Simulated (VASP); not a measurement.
TiO2:

```
Ti O
1.0
     0.00000    4.21917    4.21917
     4.21917    0.00000    4.21917
     4.21917    4.21917    0.00000
Ti O
4 8
Direct
  0.62500 0.62500 0.12500
  0.12500 0.62500 0.62500
  0.62500 0.12500 0.62500
  0.62500 0.62500 0.62500
  0.39080 0.39080 0.39080
  0.39080 0.82760 0.39080
  0.39080 0.39080 0.82760
  0.82760 0.39080 0.39080
  0.85920 0.85920 0.42240
  0.42240 0.85920 0.85920
  0.85920 0.42240 0.85920
  0.85920 0.85920 0.85920
```

| Item | Value |
| --- | --- |
| Program | VASP 6.6.1 |
| Task | relaxation of cell and atoms |
| Functional | r2SCAN |
| Potentials or basis | VASP PAW PBE potentials, release 64 (Ti_sv, O) |
| Cutoff | 600 eV |
| k mesh | 6 × 6 × 6 |
| Occupations | gaussian, width 0.02 eV |
| Spin | no spin polarisation |

At the start: pressure -4.5 GPa; volume 12.52 Å³/atom.

Q: How do energy, volume and symmetry change on relaxing?

A: Over 8 steps the energy falls by 4.2 meV/atom and the volume is 12.22 Å³/atom (-2.4 %); space group Fd-3m (No. 227, to 0.1 Å) before and after.

Step by step:
```csv
step,energy change (eV),largest force (eV/Å),pressure (GPa),volume (Å³)
1,0.0000,0.3315,-4.48,150.21
2,0.1042,0.8604,8.24,142.73
3,-0.0474,0.0737,-0.25,147.46
4,-0.0474,0.0822,-0.16,147.41
5,-0.0493,0.0459,-0.06,147.03
6,-0.0500,0.0051,0.05,146.60
7,-0.0500,0.0104,-0.11,146.70
8,-0.0500,0.0011,0.01,146.63
```

Final structure:
```
Ti O
1.0
     0.00000    4.18530    4.18530
     4.18530    0.00000    4.18530
     4.18530    4.18530    0.00000
Ti O
4 8
Direct
  0.62500 0.62500 0.12500
  0.12500 0.62500 0.62500
  0.62500 0.12500 0.62500
  0.62500 0.62500 0.62500
  0.39073 0.39073 0.39073
  0.39073 0.82781 0.39073
  0.39073 0.39073 0.82781
  0.82781 0.39073 0.39073
  0.85927 0.85927 0.42219
  0.42219 0.85927 0.85927
  0.85927 0.42219 0.85927
  0.85927 0.85927 0.85927
```

Caveat: the PAW data sets were made with another functional, which shifts forces and pressure a little.
